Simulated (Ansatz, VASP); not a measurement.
## In3Sb in VASP and in Ansatz

```
In Sb
1.0
     4.83696    0.00000    0.00000
     0.00000    4.83696    0.00000
     0.00000    0.00000    4.83696
In Sb
3 1
Direct
  0.50000 0.50000 0.00000
  0.50000 0.00000 0.50000
  0.00000 0.50000 0.50000
  0.00000 0.00000 0.00000
```

Alike in both runs: task single point; functional PBEsol; k mesh 10 × 10 × 10; occupations gaussian, width 0.1 eV; no spin polarisation.

|  | VASP | Ansatz |
| --- | --- | --- |
| version | VASP 6.6.1 | Ansatz 0.2.0 |
| potentials or method | VASP PAW PBE potentials, release 64 (In_d, Sb), cutoff 520 eV | scalar-relativistic, plane waves, PAW |
| valence electrons in the cell | 44 | 54 |

```csv
,VASP,Ansatz,Ansatz less VASP
gap on the k mesh at the Fermi level (eV),none,none,-
pressure (GPa),-2.7,-2.7,+0.03
```

VASP's potentials were made for PBE, not for PBEsol. A gap of «none» marks a metal or a gap that the smearing closes. VASP's potentials hold 44 valence electrons a cell and Ansatz's 54, so a difference there can come from the potentials and not from the codes.

Neither program's run includes spin-orbit coupling.
